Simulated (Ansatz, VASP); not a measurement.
## Two plane-wave programs on WS2

INCAR

```
PREC = Accurate ; ENCUT = 520
EDIFF = 1E-7 ; ISMEAR = -1
SIGMA = 0.05 ; LREAL = False
LASPH = True ; NELM = 80
ALGO = Normal ; ISIF = 2
LWAVE = False ; LCHARG = True
GGA = RP ; IVDW = 12
LELF = True ; LVHAR = True
NBANDS = 35
```

File KPOINTS:

```
Automatic mesh
0
Gamma
  10 10 3
```

Contents of POSCAR:

```
WS2
1.0
    3.2010602164      0.0000000000      0.0000000000
   -1.6005301082      2.7721994664      0.0000000000
    0.0000000000      0.0000000000     12.5827838695
W S
2 4
Direct
    0.6666666667      0.3333333333      0.7500000000
    0.3333333333      0.6666666667      0.2500000000
    0.6666666667      0.3333333333      0.3750000000
    0.3333333333      0.6666666667      0.8750000000
    0.6666666667      0.3333333333      0.1250000000
    0.3333333333      0.6666666667      0.6250000000
```

Contents of input.yaml:

```yaml
crystal:
  lattice:
    - [3.2010602164, 0.0, 0.0]
    - [-1.6005301082, 2.7721994664, 0.0]
    - [0.0, 0.0, 12.5827838695]
  atoms:
    - { symbol: W, position: [0.6666666667, 0.3333333333, 0.75] }
    - { symbol: W, position: [0.3333333333, 0.6666666667, 0.25] }
    - { symbol: S, position: [0.6666666667, 0.3333333333, 0.375] }
    - { symbol: S, position: [0.3333333333, 0.6666666667, 0.875] }
    - { symbol: S, position: [0.6666666667, 0.3333333333, 0.125] }
    - { symbol: S, position: [0.3333333333, 0.6666666667, 0.625] }
hamiltonian:
  xc: rpbe
  pseudopotentials: { kind: paw }
  dispersion: d3bj
kpoints:
  mp_grid: { grid: [10, 10, 3] }
scf:
  occupations: { method: fermi_dirac, width: 0.05 }
output:
  forces: true
  stress: true
  eigenvalues: true
  write_density: true
  write_potential: true
  elf: true
  volumetric_format: npy
```

Alike in both runs: task single point; functional RPBE; dispersion D3(BJ); k mesh 10 × 10 × 3; occupations fermi-dirac, width 0.05 eV; no spin polarisation.

|  | VASP | Ansatz |
| --- | --- | --- |
| version | VASP 6.6.1 | Ansatz 0.2.0 |
| potentials or method | VASP PAW PBE potentials, release 64 (W_sv, S) | Ansatz PAW |
| plane-wave cutoff (eV) | 520 | 420 |
| valence electrons in the cell | 52 | 52 |

|  | VASP | Ansatz | Ansatz less VASP |
| --- | --- | --- | --- |
| gap on the k mesh at the Fermi level (eV) | 1.20 | 1.19 | -0.015 |
| least direct gap on the mesh (eV) | 2.04 | 2.04 | -0.001 |
| pressure (GPa) | -16.7 | -16.6 | +0.14 |
| traceless stress, the component that is largest in VASP (GPa) | 6.11 | 6.13 | +0.015 |
| rms of the force components (eV/Å) | 0.325 | 0.320 | -0.0040 |

VASP's potentials were made for PBE, not for RPBE. Atom by atom the forces differ by 0.004 eV/Å (rms over components).

Spin-orbit coupling is off throughout. Noted on Ansatz's run: odd divisions of the mesh miss points on the zone boundary, where band edges often lie, so the gap on the mesh can be too wide.
